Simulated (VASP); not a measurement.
# Nb (Im-3m) in VASP: relaxation of cell and atoms with PBE

Aim: the relaxation of cell and atoms of Nb with PBE.

Everything below comes from runs of VASP 6.6.1. Logs are shortened: lines on timing, memory, paths and dates and some standing lists are left out, and cuts for length are marked.

**1. The cell of the first run**

It takes space group Im-3m (No. 229, cubic). Conventional cell: a = 3.310 Å, b = 3.310 Å, c = 3.310 Å, α = 90.00°, β = 90.00°, γ = 90.00°. Within 3.8 Å of Nb (site symmetry m-3m) lie 14 Nb at 2.87 to 3.31 Å.

**2. Relaxation of cell and atoms, PBE, non-collinear spin, zero start, spin-orbit coupling**

File INCAR:

```
SYSTEM = Nb
PREC     = Accurate       ! precision mode
ENCUT    = 600            ! plane-wave cutoff, eV
EDIFF    = 1E-7           ! SCF threshold, eV
ISMEAR   = -1             ! smearing method
SIGMA    = 0.05           ! smearing width, eV
LREAL    = .False.        ! projectors in reciprocal space
LASPH    = .True.         ! aspherical terms in the spheres
NELM     = 150            ! most SCF steps
ALGO     = Normal         ! electronic algorithm
ISIF     = 3              ! what is computed and relaxed
LWAVE    = .False.        ! write WAVECAR
LCHARG   = .False.        ! write CHGCAR
LNONCOLLINEAR= .True.         ! non-collinear magnetism
MAGMOM   = 0 0 0          ! initial moments
LORBIT   = 11             ! projections on sites
LSORBIT  = .True.         ! spin-orbit coupling
GGA_COMPAT= .False.      
LORBMOM  = .True.       
LMAXMIX  = 4              ! l up to which the mixer works
GGA      = PE             ! functional
IBRION   = 2              ! ionic algorithm
NSW      = 45             ! ionic steps
EDIFFG   = -0.005         ! ionic threshold
```

File KPOINTS:

```
Automatic mesh
0
Gamma
  17 17 17
  0 0 0
```

File POSCAR:

```
Nb
1.0
   -1.6548069191      1.6548069191      1.6548069191
    1.6548069191     -1.6548069191      1.6548069191
    1.6548069191      1.6548069191     -1.6548069191
Nb
1
Direct
    0.0000000000      0.0000000000      0.0000000000
```

Potentials or basis: VASP PAW PBE potentials, release 64 (Nb_sv).

Run with:

```bash
$ cat potpaw_PBE.64/Nb_sv/POTCAR > POTCAR
$ mpirun -np 1 vasp_ncl > vasp.out
```

OUTCAR:

```text
SYSTEM = Nb
   PREC = Accurate
   ENCUT = 600
   EDIFF = 1E-7
   ISMEAR = -1
   LREAL = .False.
   LASPH = .True.
   NELM = 150
   ISIF = 3
   LNONCOLLINEAR = .True.
   LORBIT = 11
   LSORBIT = .True.
   GGA = PE
   IBRION = 2
   NSW = 45
   EDIFFG = -0.005

 ion  position               nearest neighbor table
   1  0.000  0.000  0.000-

  LATTYP: Found a body centered cubic cell.
 ALAT       =     3.3096138382

  Lattice vectors:

 A1 = (  -1.6548069191,   1.6548069191,   1.6548069191)
 A2 = (   1.6548069191,  -1.6548069191,   1.6548069191)
 A3 = (   1.6548069191,   1.6548069191,  -1.6548069191)

Analysis of symmetry for initial positions (statically):
=====================================================================
 Subroutine PRICEL returns:
 Original cell was already a primitive cell.

 Routine SETGRP: Setting up the symmetry group for a
 body centered cubic supercell.

 Subroutine GETGRP returns: Found 48 space group operations
 (whereof 48 operations were pure point group operations)
 out of a pool of 48 trial point group operations.

The static configuration has the point symmetry O_h .

Analysis of symmetry for dynamics (positions and initial velocities):
=====================================================================
 Subroutine PRICEL returns:
 Original cell was already a primitive cell.

 Routine SETGRP: Setting up the symmetry group for a
 body centered cubic supercell.

 Subroutine GETGRP returns: Found 48 space group operations
 (whereof 48 operations were pure point group operations)
 out of a pool of 48 trial point group operations.

The dynamic configuration has the point symmetry O_h .

Analysis of structural, dynamic, and magnetic symmetry:
=====================================================================
 Subroutine PRICEL returns:
 Original cell was already a primitive cell.

 Routine SETGRP: Setting up the symmetry group for a
 body centered cubic supercell.

 Subroutine GETGRP returns: Found 48 space group operations
 (whereof 48 operations were pure point group operations)
 out of a pool of 48 trial point group operations.

The overall configuration has the point symmetry O_h .

 Subroutine INISYM returns: Found 48 space group operations
 (whereof 48 operations are pure point group operations),
 and found     1 'primitive' translations

----------------------------------------------------------------------------------------

                                     Primitive cell

  volume of cell :      18.1260

  direct lattice vectors                    reciprocal lattice vectors
    -1.654806919  1.654806919  1.654806919     0.000000000  0.302150054  0.302150054
     1.654806919 -1.654806919  1.654806919     0.302150054  0.000000000  0.302150054
     1.654806919  1.654806919 -1.654806919     0.302150054  0.302150054  0.000000000

  length of vectors
     2.866209661  2.866209661  2.866209661     0.427304704  0.427304704  0.427304704

  position of ions in fractional coordinates (direct lattice)
     0.000000000  0.000000000  0.000000000

  ion indices of the primitive-cell ions
   primitive index   ion index
                 1           1

----------------------------------------------------------------------------------------

 KPOINTS: Automatic mesh

Automatic generation of k-mesh.
 Grid dimensions read from file:
 generate k-points for:   17   17   17

 Generating k-lattice:

  Cartesian coordinates                     Fractional coordinates (reciprocal lattice)
     0.000000000  0.017773533  0.017773533     0.058823529  0.000000000  0.000000000
     0.017773533  0.000000000  0.017773533     0.000000000  0.058823529  0.000000000
     0.017773533  0.017773533  0.000000000     0.000000000  0.000000000  0.058823529

  Length of vectors
     0.025135571  0.025135571  0.025135571

  Shift w.r.t. Gamma in fractional coordinates (k-lattice)
     0.000000000  0.000000000  0.000000000

 Subroutine IBZKPT returns following result:
 ===========================================

 Found    165 irreducible k-points:

 Following reciprocal coordinates:
            Coordinates               Weight
  0.000000  0.000000  0.000000      1.000000
  0.058824  0.000000  0.000000     12.000000
  0.117647  0.000000  0.000000     12.000000
  0.176471  0.000000  0.000000     12.000000
  0.235294  0.000000  0.000000     12.000000
  0.294118  0.000000  0.000000     12.000000
[... 16 lines left out ...]
  0.411765  0.117647  0.000000     48.000000
  0.176471  0.176471  0.000000     24.000000
 [... further k-points ...]
   k-points           NKPTS =    165   k-points in BZ     NKDIM =    165   number of bands    NBANDS=     20
   number of dos      NEDOS =    301   number of ions     NIONS =      1
   total plane-waves  NPLWV =  13824
   dimension x,y,z NGX =    24 NGY =   24 NGZ =   24
   dimension x,y,z NGXF=    48 NGYF=   48 NGZF=   48
   ions per type =               1
   NGX,Y,Z   is equivalent  to a cutoff of  13.92, 13.92, 13.92 a.u.
   NGXF,Y,Z  is equivalent  to a cutoff of  27.84, 27.84, 27.84 a.u.
 SYSTEM =  Nb
   PREC   = accura    normal or accurate (medium, high low for compatibility)
   ISTART =      0    job   : 0-new  1-cont  2-samecut
   ICHARG =      2    charge: 1-file 2-atom 10-const
   ISPIN  =      1    spin polarized calculation?
   LNONCOLLINEAR =      T non collinear calculations
   LSORBIT =      T    spin-orbit coupling
   LASPH  =      T    aspherical Exc in radial PAW
   ENCUT  =  600.0 eV  44.10 Ry    6.64 a.u.   5.72  5.72  5.72*2*pi/ulx,y,z
   NELM   =    150;   NELMIN=  2; NELMDL= -5     # of ELM steps
   EDIFF  = 0.1E-06   stopping-criterion for ELM
   LREAL  =      F    real-space projection
   EDIFFG = -.5E-02   stopping-criterion for IOM
   NSW    =     45    number of steps for IOM
   IBRION =      2    ionic relax: 0-MD 1-quasi-New 2-CG
   NFREE  =      1    steps in history (QN), initial steepest desc. (CG)
   ISIF   =      3    stress and relaxation
   ISYM   =      2    0-nonsym 1-usesym 2-fastsym
   POTIM  = 0.5000    time-step for ionic-motion
   TEBEG  =    0.0;   TEEND  =   0.0 temperature during run
   PSTRESS=    0.0 pullay stress
   NELECT =      13.0000    total number of electrons
   NUPDOWN=      -1.0000    fix difference up-down
   EMIN   =  10.00;   EMAX   =-10.00  energy-range for DOS
   EFERMI =   0.00;   METHOD = LEGACY
   ISMEAR =    -1;   SIGMA  =   0.05  broadening in eV -4-tet -1-fermi 0-gaus
   EFERMI_NEDOS =   21; number of points for ismear=-14 and -15
   IALGO  =     38    algorithm
   IMIX   =      4    mixing-type and parameters
     AMIX     =   0.40;   BMIX     =  1.00
     AMIX_MAG =   1.60;   BMIX_MAG =  1.00
  volume/ion in A,a.u.               =      18.13       122.32
  Fermi-wavevector in a.u.,A,eV,Ry     =   1.465397  2.769199 29.216991  2.147388
  Thomas-Fermi vector in A             =   2.581259
   LORBIT       =     11    0 simple, 1 ext, 2 COOP (PROOUT), +10 PAW based schemes
   GGA     = PE    functional components
   LHFCALC =     F    Hartree Fock is set to
   AEXX    =    0.0000 exact exchange contribution
   IVDW    =     0    specifies the selected vdW correction
   LEPSILON=     F    determine dielectric tensor
   LRPA    =     F    only Hartree local field effects (RPA)
 conjugate gradient relaxation of ions
  energy-cutoff  :      600.00
  volume of cell :       18.13
 maximum number of plane-waves:      1240
   NGX = 11   NGY = 11   NGZ = 11

--------------------------------------- Ionic step        1  -------------------------------------------

 number of electron      13.0000000 magnetization       0.0000000      0.0000000      0.0000000

 number of electron      13.0000000 magnetization       0.0000000      0.0000000     -0.0000000

 number of electron      13.0000000 magnetization      -0.0000000     -0.0000000      0.0000000

 Free energy of the ion-electron system (eV)
  ---------------------------------------------------
  ext. energy  EPLUGINS =         0.00000000
  ---------------------------------------------------
  free energy    TOTEN  =       -10.30976167 eV

  energy without entropy =      -10.29683926  energy(sigma->0) =      -10.30330047

------------------------ aborting loop because EDIFF is reached ----------------------------------------

  FORCE on cell =-STRESS in cart. coord.  units (eV):
  Direction    XX          YY          ZZ          XY          YZ          ZX
  --------------------------------------------------------------------------------------
  -------------------------------------------------------------------------------------
  Total       -0.0422459     -0.0422459     -0.0422459      0.0000000      0.0000000     -0.0000000
  in kB       -3.7341629     -3.7341629     -3.7341629      0.0000000      0.0000000     -0.0000000
  external PRESSURE =      -3.7341629 kB  Pullay stress =       0.0000000 kB
[... 59 lines left out ...]
--------------------------------------- Ionic step        3  -------------------------------------------

 number of electron      13.0000000 magnetization      -0.0000000      0.0000000      0.0000000

 number of electron      13.0000000 magnetization       0.0000000     -0.0000000     -0.0000000

 Free energy of the ion-electron system (eV)
  ---------------------------------------------------
  ext. energy  EPLUGINS =         0.00000000
  ---------------------------------------------------
  free energy    TOTEN  =       -10.30980965 eV

  energy without entropy =      -10.29694119  energy(sigma->0) =      -10.30337542

 E-fermi :  11.1153     XC(G=0): -12.4787

 val. band max:       11.0862021214   @ k =   0.0588   0.0588   0.0588
 cond. band min:      11.1212674211   @ k =   0.2941   0.1765   0.0588
 fundamental gap:      0.0350652996
 Fermi energy:        11.1153312664

 k-point     1 :       0.0000    0.0000    0.0000
  band No.  band energies     occupation
      1     -43.2467      1.00000
      2     -43.2467      1.00000
      3     -19.9913      1.00000
      4     -19.9913      1.00000
      5     -17.8520      1.00000
      6     -17.8520      1.00000
[... 12 lines left out ...]
     19      14.3907      0.00000
[... 513 lines left out ...]
      4     -20.4084      1.00000
      5     -18.4894      1.00000
      6     -18.4894      1.00000
[... 12 lines left out ...]
     19      15.2689      0.00000
     20      15.2689      0.00000

 [... further k-points ...]
[... 5 lines left out ...]
  --------------------------------------------------------------------------------------
  -------------------------------------------------------------------------------------
  Total        0.0004107      0.0004107      0.0004107      0.0000000     -0.0000000      0.0000000
  in kB        0.0363880      0.0363880      0.0363880      0.0000000     -0.0000000      0.0000000
  external PRESSURE =       0.0363880 kB  Pullay stress =       0.0000000 kB
[... 16 lines left out ...]
  FREE ENERGIE OF THE ION-ELECTRON SYSTEM (eV)
  ---------------------------------------------------
  free  energy   TOTEN  =       -10.3098096513 eV

  energy  without entropy=      -10.2969411875  energy(sigma->0) =      -10.30337542

 reached required accuracy - stopping structural energy minimisation

 orbital moment (x)

 # of ion     p       d       tot
 ----------------------------------------
  1        -0.000  -0.000  -0.000
 ----------------------------------------
           -0.000  -0.000  -0.000

 orbital moment (y)

 # of ion     p       d       tot
 ----------------------------------------
  1         0.000   0.000   0.000
 ----------------------------------------
            0.000   0.000   0.000

 orbital moment (z)

 # of ion     p       d       tot
 ----------------------------------------
  1         0.000   0.000   0.000
 ----------------------------------------
            0.000   0.000   0.000

 Spin-Orbit-Coupling matrix elements

 Ion:    1  E_soc:     -0.1757368
 l=   1
     0.0000000    -0.0269095    -0.0269095
    -0.0269095     0.0000000    -0.0269095
    -0.0269095    -0.0269095     0.0000000
 l=   2
     0.0000000    -0.0006249     0.0000000    -0.0006249    -0.0017551
    -0.0006249     0.0000000    -0.0013163    -0.0006249    -0.0004388
     0.0000000    -0.0013163     0.0000000    -0.0013163     0.0000000
    -0.0006249    -0.0006249    -0.0013163     0.0000000    -0.0004388
    -0.0017551    -0.0004388     0.0000000    -0.0004388     0.0000000
 l=   3
     0.0000000     0.0000000     0.0000000     0.0000000     0.0000000     0.0000000     0.0000000
     0.0000000     0.0000000     0.0000000     0.0000000     0.0000000     0.0000000     0.0000000
     0.0000000     0.0000000     0.0000000     0.0000000     0.0000000     0.0000000     0.0000000
     0.0000000     0.0000000     0.0000000     0.0000000     0.0000000     0.0000000     0.0000000
     0.0000000     0.0000000     0.0000000     0.0000000     0.0000000     0.0000000     0.0000000
     0.0000000     0.0000000     0.0000000     0.0000000     0.0000000     0.0000000     0.0000000
     0.0000000     0.0000000     0.0000000     0.0000000     0.0000000     0.0000000     0.0000000

 total charge

# of ion       s       p       d       tot
------------------------------------------
    1        2.220   5.998   2.503  10.721

 magnetization (x)

# of ion       s       p       d       tot
------------------------------------------
    1        0.000   0.000  -0.000  -0.000

 magnetization (y)

# of ion       s       p       d       tot
------------------------------------------
    1       -0.000  -0.000   0.000   0.000

 magnetization (z)

# of ion       s       p       d       tot
------------------------------------------
    1        0.000   0.000   0.000   0.000
```

Wall time 9.1 min (1 thread of Intel Xeon 8259CL, shared host); peak memory 0.28 GiB.

Results:

- Free energy: -10.3098 eV
- Relaxed volume: 18.09 Å³/atom
- Relaxed cell: a = 2.864 Å, b = 2.864 Å, c = 2.864 Å, α = 109.47°, β = 109.47°, γ = 109.47°
- Space group after relaxing (to 0.1 Å): Im-3m (No. 229)
- Energy gained by relaxing: 0.0 meV/atom
- Ionic steps: 3
- Pressure after relaxing: 0.0 GPa
- Net moment: 0.00 μB per cell
- Valence electrons inside the program's atomic spheres: Nb 10.72

Final structure:
```
Nb
1.0
    -1.65356    1.65356    1.65356
     1.65356   -1.65356    1.65356
     1.65356    1.65356   -1.65356
Nb
1
Direct
  0.00000 0.00000 0.00000
```

Moments on the atoms (μB; x, y, z):
```
Nb  0.00 0.00 0.00
```
